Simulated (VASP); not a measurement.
# Ir (I4/mmm) in VASP: a series of runs, part 2 of 4

VASP 6.6.1.

## Step 3: Single point, PBEsol (biaxial strain in the a-b plane: -2.0 %)

File INCAR:

```
ALGO = Fast
EDIFF = 1E-6
ENCUT = 520
GGA = PS
ISIF = 2
ISMEAR = 0
LASPH = True
LCHARG = False
LREAL = False
LWAVE = False
NBANDS = 16
NELM = 100
PREC = Accurate
SIGMA = 0.1
```

File KPOINTS:

```
k-points
0
Gamma
  20 20 14
```

File POSCAR:

```
Ir
1.0
    1.8767699326      1.8767699326      0.0000000000
   -1.8767699326      1.8767699326      0.0000000000
    0.0000000000      0.0000000000      3.8761044322
Ir
2
Direct
    0.0000000000      0.0000000000      0.0000000000
    0.5000000000      0.5000000000      0.5000000000
```

Potentials or basis: VASP PAW PBE potentials, release 64 (Ir).

Run with:

```sh
$ cat potpaw_PBE.64/Ir/POTCAR > POTCAR
$ mpirun -np 1 vasp_std > vasp.out
```

OUTCAR:

```text
EDIFF = 1E-6
   ENCUT = 520
   GGA = PS
   ISIF = 2
   ISMEAR = 0
   LASPH = True
   LREAL = False
   NELM = 100
   PREC = Accurate

 ion  position               nearest neighbor table
   1  0.000  0.000  0.000-   2 2.70   2 2.70   2 2.70   2 2.70   2 2.70   2 2.70   2 2.70   2 2.70

   2  0.500  0.500  0.500-   1 2.70   1 2.70   1 2.70   1 2.70   1 2.70   1 2.70   1 2.70   1 2.70

  LATTYP: Found a simple tetragonal cell.
 ALAT       =     2.6541534921
 C/A-ratio  =     1.4603919644

  Lattice vectors:

 A1 = (   1.8767699326,   1.8767699326,   0.0000000000)
 A2 = (  -1.8767699326,   1.8767699326,   0.0000000000)
 A3 = (   0.0000000000,   0.0000000000,   3.8761044322)

Analysis of symmetry for initial positions (statically):
=====================================================================
 Subroutine PRICEL returns following result:

  LATTYP: Found a body centered tetragonal cell.
 ALAT       =     2.6541534921
 C/A-ratio  =     1.4603919644

  Lattice vectors:

 A1 = (   1.8767699326,   0.0000000000,  -1.9380522161)
 A2 = (  -1.8767699326,   0.0000000000,  -1.9380522161)
 A3 = (   0.0000000000,   1.8767699326,   1.9380522161)

   2 primitive cells build up your supercell.

 Routine SETGRP: Setting up the symmetry group for a
 simple tetragonal supercell.

 Subroutine GETGRP returns: Found 16 space group operations
 (whereof 16 operations were pure point group operations)
 out of a pool of 16 trial point group operations.

The static configuration has the point symmetry D_4h.

Analysis of symmetry for dynamics (positions and initial velocities):
=====================================================================
 Subroutine PRICEL returns following result:

  LATTYP: Found a body centered tetragonal cell.
 ALAT       =     2.6541534921
 C/A-ratio  =     1.4603919644

  Lattice vectors:

 A1 = (   1.8767699326,   0.0000000000,  -1.9380522161)
 A2 = (  -1.8767699326,   0.0000000000,  -1.9380522161)
 A3 = (   0.0000000000,   1.8767699326,   1.9380522161)

   2 primitive cells build up your supercell.

 Routine SETGRP: Setting up the symmetry group for a
 simple tetragonal supercell.

 Subroutine GETGRP returns: Found 16 space group operations
 (whereof 16 operations were pure point group operations)
 out of a pool of 16 trial point group operations.

The dynamic configuration has the point symmetry D_4h.

 Subroutine INISYM returns: Found 16 space group operations
 (whereof 16 operations are pure point group operations),
 and found     2 'primitive' translations

----------------------------------------------------------------------------------------

                                     Primitive cell

  volume of cell :      13.6527

  direct lattice vectors                    reciprocal lattice vectors
     1.876769933  0.000000000 -1.938052216     0.266415180  0.266415180 -0.257990985
    -1.876769933  0.000000000 -1.938052216    -0.266415180  0.266415180 -0.257990985
     0.000000000  1.876769933  1.938052216     0.000000000  0.532830361  0.000000000

  length of vectors
     2.697834645  2.697834645  2.697834645     0.456632724  0.456632724  0.532830361

[... 27 lines left out ...]

 Subroutine IBZKPT returns following result:
 ===========================================

 Found    528 irreducible k-points:

 Following reciprocal coordinates:
            Coordinates               Weight
  0.000000  0.000000  0.000000      1.000000
  0.050000  0.000000  0.000000      4.000000
  0.100000  0.000000  0.000000      4.000000
  0.150000  0.000000  0.000000      4.000000
  0.200000  0.000000  0.000000      4.000000
  0.250000  0.000000  0.000000      4.000000
[... 16 lines left out ...]
  0.150000  0.100000  0.000000      8.000000
  0.200000  0.100000  0.000000      8.000000
 [... further k-points ...]
   k-points           NKPTS =    528   k-points in BZ     NKDIM =    528   number of bands    NBANDS=     16
   number of dos      NEDOS =    301   number of ions     NIONS =      2
   total plane-waves  NPLWV =  12000
   dimension x,y,z NGX =    20 NGY =   20 NGZ =   30
   dimension x,y,z NGXF=    40 NGYF=   40 NGZF=   60
   ions per type =               2
   NGX,Y,Z   is equivalent  to a cutoff of  12.53, 12.53, 12.87 a.u.
   NGXF,Y,Z  is equivalent  to a cutoff of  25.05, 25.05, 25.73 a.u.
 SYSTEM =  unknown system
   PREC   = accura    normal or accurate (medium, high low for compatibility)
   ISTART =      0    job   : 0-new  1-cont  2-samecut
   ICHARG =      2    charge: 1-file 2-atom 10-const
   ISPIN  =      1    spin polarized calculation?
   LNONCOLLINEAR =      F non collinear calculations
   LSORBIT =      F    spin-orbit coupling
   LASPH  =      T    aspherical Exc in radial PAW
   ENCUT  =  520.0 eV  38.22 Ry    6.18 a.u.   4.93  4.93  7.21*2*pi/ulx,y,z
   NELM   =    100;   NELMIN=  2; NELMDL= -5     # of ELM steps
   EDIFF  = 0.1E-05   stopping-criterion for ELM
   LREAL  =      F    real-space projection
   EDIFFG = 0.1E-04   stopping-criterion for IOM
   NSW    =      0    number of steps for IOM
   IBRION =     -1    ionic relax: 0-MD 1-quasi-New 2-CG
   NFREE  =      0    steps in history (QN), initial steepest desc. (CG)
   ISIF   =      2    stress and relaxation
   ISYM   =      2    0-nonsym 1-usesym 2-fastsym
   POTIM  = 0.5000    time-step for ionic-motion
   TEBEG  =    0.0;   TEEND  =   0.0 temperature during run
   PSTRESS=    0.0 pullay stress
   NELECT =      18.0000    total number of electrons
   NUPDOWN=      -1.0000    fix difference up-down
   EMIN   =  10.00;   EMAX   =-10.00  energy-range for DOS
   EFERMI =   0.00;   METHOD = LEGACY
   ISMEAR =     0;   SIGMA  =   0.10  broadening in eV -4-tet -1-fermi 0-gaus
   EFERMI_NEDOS =   21; number of points for ismear=-14 and -15
   IALGO  =     68    algorithm
   IMIX   =      4    mixing-type and parameters
     AMIX     =   0.40;   BMIX     =  1.00
     AMIX_MAG =   1.60;   BMIX_MAG =  1.00
  volume/ion in A,a.u.               =      13.65        92.13
  Fermi-wavevector in a.u.,A,eV,Ry     =   1.424787  2.692456 27.620056  2.030017
  Thomas-Fermi vector in A             =   2.545240
   LORBIT       =      0    0 simple, 1 ext, 2 COOP (PROOUT), +10 PAW based schemes
   GGA     = PS    functional components
   LHFCALC =     F    Hartree Fock is set to
   AEXX    =    0.0000 exact exchange contribution
   IVDW    =     0    specifies the selected vdW correction
   LEPSILON=     F    determine dielectric tensor
   LRPA    =     F    only Hartree local field effects (RPA)
 non-spin polarized calculation
 RMM-DIIS sequential band-by-band and
 Gauss-broadening in eV      SIGMA  =   0.10
  energy-cutoff  :      520.00
  volume of cell :       27.31
 maximum number of plane-waves:       760
 NGX is ok and might be reduce to    20
   NGX =  9   NGY =  9   NGZ = 15

 number of electron      18.0000002 magnetization

 Free energy of the ion-electron system (eV)
  ---------------------------------------------------
  ext. energy  EPLUGINS =         0.00000000
  ---------------------------------------------------
  free energy    TOTEN  =       -19.58637760 eV

  energy without entropy =      -19.57835192  energy(sigma->0) =      -19.58236476

 E-fermi :  10.8490     XC(G=0): -14.3111

 val. band max:       10.8443423844   @ k =   0.2000   0.0000   0.4286
 cond. band min:      10.8496230052   @ k =   0.5000   0.3000   0.0000
 fundamental gap:      0.0052806208
 Fermi energy:        10.8490258003

 k-point     1 :       0.0000    0.0000    0.0000
  band No.  band energies     occupation
      1      -0.7040      2.00000
      2       2.4840      2.00000
      3       3.1319      2.00000
      4       6.4648      2.00000
      5       6.9109      2.00000
      6       6.9109      2.00000
[... 433 lines left out ...]
      3       4.2797      2.00000
      4       5.8971      2.00000
      5       7.2526      2.00000
      6       7.6425      2.00000
[... 8 lines left out ...]
     15      25.0411      0.00000
     16      27.6192      0.00000

 [... further k-points ...]

------------------------ aborting loop because EDIFF is reached ----------------------------------------

  FORCE on cell =-STRESS in cart. coord.  units (eV):
  Direction    XX          YY          ZZ          XY          YZ          ZX
  --------------------------------------------------------------------------------------
  -------------------------------------------------------------------------------------
  Total        3.0730418      3.0730418      0.7142995      0.0000000      0.0000000      0.0000000
  in kB      180.3148580    180.3148580     41.9124854      0.0000000      0.0000000      0.0000000
  external PRESSURE =     134.1807338 kB  Pullay stress =       0.0000000 kB

 VOLUME and BASIS-vectors are now :
 -----------------------------------------------------------------------------
  energy-cutoff  :      520.00
  volume of cell :       27.31
      direct lattice vectors                 reciprocal lattice vectors
     1.876769933  1.876769933  0.000000000     0.266415180  0.266415180  0.000000000
    -1.876769933  1.876769933  0.000000000    -0.266415180  0.266415180  0.000000000
     0.000000000  0.000000000  3.876104432     0.000000000  0.000000000  0.257990985

 POSITION                                       TOTAL-FORCE (eV/Angst)
 -----------------------------------------------------------------------------------
      0.00000      0.00000      0.00000        -0.000000     -0.000000     -0.000000
      0.00000      1.87677      1.93805         0.000000      0.000000      0.000000
 -----------------------------------------------------------------------------------
    total drift:                               -0.000000      0.000000      0.000000

  FREE ENERGIE OF THE ION-ELECTRON SYSTEM (eV)
  ---------------------------------------------------
  free  energy   TOTEN  =       -19.5863775958 eV

  energy  without entropy=      -19.5783519180  energy(sigma->0) =      -19.58236476
```

OSZICAR:

```text
N       E                     dE             d eps       ncg     rms          rms(c)
DAV:   1     0.147246716295E+03    0.14725E+03   -0.83382E+03 16968   0.113E+03
DAV:   2    -0.170599253708E+02   -0.16431E+03   -0.14856E+03 16920   0.313E+02
DAV:   3    -0.207708808274E+02   -0.37110E+01   -0.36686E+01 23408   0.568E+01
DAV:   4    -0.208136909526E+02   -0.42810E-01   -0.42799E-01 19160   0.511E+00
DAV:   5    -0.208148762239E+02   -0.11853E-02   -0.11853E-02 23512   0.888E-01    0.246E+01
RMM:   6    -0.197926531799E+02    0.10222E+01   -0.10412E+00 17115   0.111E+01    0.970E+00
RMM:   7    -0.195935773953E+02    0.19908E+00   -0.58564E-01 17798   0.586E+00    0.206E+00
RMM:   8    -0.195960364692E+02   -0.24591E-02   -0.74655E-02 19463   0.289E+00    0.189E+00
RMM:   9    -0.195946924919E+02    0.13440E-02   -0.17169E-02 20197   0.968E-01    0.104E+00
RMM:  10    -0.195860665124E+02    0.86260E-02   -0.17927E-02 17764   0.180E+00    0.856E-01
RMM:  11    -0.195864879419E+02   -0.42143E-03   -0.11396E-03 18972   0.341E-01    0.611E-01
RMM:  12    -0.195864845233E+02    0.34186E-05   -0.28665E-04 20746   0.119E-01    0.472E-01
RMM:  13    -0.195864704393E+02    0.14084E-04   -0.39753E-05 19395   0.397E-02    0.432E-01
RMM:  14    -0.195863813336E+02    0.89106E-04   -0.26073E-04 25664   0.166E-01    0.992E-02
RMM:  15    -0.195863772459E+02    0.40878E-05   -0.23228E-05 20318   0.475E-02    0.418E-03
RMM:  16    -0.195863775958E+02   -0.34995E-06   -0.37518E-06 15946   0.165E-02
   1 F= -.19586378E+02 E0= -.19582365E+02  d E =-.802568E-02
```

Run time: 84 s. Hardware: 1 thread of Intel Xeon 6975P-C (Granite Rapids), shared host; peak memory 0.3 GiB.

What came out:

| Quantity | Value |
| --- | --- |
| Free energy | -19.5864 eV |
| Pressure | 13.4 GPa |
| Band gap on the k mesh | zero (bands 9 and 10 overlap by 3.76 eV) |

Stress tensor (GPa, compression positive):
```
18.03  0.00  0.00
 0.00 18.03  0.00
 0.00  0.00  4.19
```

Caveat: the cell differs from its parent crystal (biaxial strain in the a-b plane: -2.0 %); the stress differs along the axes, from 4 to 18 GPa; the PAW data sets were made with another functional, which shifts forces and pressure a little; spin-orbit coupling is left out, which moves the levels of the heavy elements.

[end of part 2 of 4]
